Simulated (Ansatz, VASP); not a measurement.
**One calculation of FeO, two programs**

The input INCAR:

```
PREC = Accurate
ENCUT = 700
EDIFF = 1E-6
ISMEAR = 0
SIGMA = 0.05
LREAL = F
LASPH = T
NELM = 200
ALGO = Normal
ISIF = 2
LWAVE = F
LCHARG = F
ISPIN = 2
MAGMOM = 4 4 0 0
LORBIT = 11
LMAXMIX = 4
LDAU = T
LDAUTYPE = 2
LDAUL = 2 -1
LDAUU = 4 0
LDAUJ = 0 0
LDAUPRINT = 1
GGA = PE
NBANDS = 34
GGA_COMPAT = F
```

File KPOINTS:

```
regular mesh
0
Gamma
  5 5 3
```

POSCAR

```
FeO
1.0
    0.0000000000      2.2025485819     -2.2025485819
    0.0000000000      2.2025485819      2.2025485819
    4.4050971638      0.0000000000      0.0000000000
Fe O
2 2
Direct
    0.0000000000      0.0000000000      0.0000000000
    0.5000000000      0.5000000000      0.5000000000
    0.0000000000      1.0000000000      0.5000000000
    0.5000000000      1.5000000000      1.0000000000
```

Input for Ansatz:

```yaml
crystal:
  lattice:
    - [0.0, 2.2025485819, -2.2025485819]
    - [0.0, 2.2025485819, 2.2025485819]
    - [4.4050971638, 0.0, 0.0]
  atoms:
    - { symbol: Fe, position: [0.0, 0.0, 0.0], spin: 4.0 }
    - { symbol: O, position: [0.0, 1.0, 0.5] }
    - { symbol: Fe, position: [0.5, 0.5, 0.5], spin: 4.0 }
    - { symbol: O, position: [0.5, 1.5, 1.0] }
basis:
  ecutwfc: 420
  ecutrho_ratio: 4
kpoints:
  mp_grid: { grid: [5, 5, 3] }
hamiltonian:
  xc: pbe
  hubbard: { sites: [{ species: Fe, l: d, u_eff: 4.0 }] }
scf:
  occupations: { method: gaussian, width: 0.05 }
output:
  forces: true
  stress: true
  eigenvalues: true
  populations: true
  hubbard: { sites: [{ species: Fe, l: d }] }
magnetization:
  spin_polarized: true
```

Alike in both runs: task single point; functional PBE; k mesh 5 × 5 × 3; occupations gaussian, width 0.05 eV; collinear spin; Hubbard terms Fe d U = 4.0 eV.

|  | VASP | Ansatz |
| --- | --- | --- |
| version | VASP 6.6.1 | Ansatz 0.2.0 |
| potentials or method | VASP PAW PBE potentials, release 64 (Fe_sv, O), cutoff 700 eV | scalar-relativistic, plane waves, PAW |
| valence electrons in the cell | 44 | 44 |

```csv
,VASP,Ansatz,Ansatz less VASP
pressure (GPa),-10.0,0.1,+10.15
net moment per atom (μB),2.01,2.00,-0.007
size of the moment on the site where the two differ most (μB),3.67,3.52,-0.150
```

Site moments also hang on the region over which each program counts them. The programs project onto different local orbitals, so the same U acts differently, and such runs can settle in different states. Ansatz's warnings: stability check not made.

The k mesh is coarse, so the values compare programs but aren't converged.
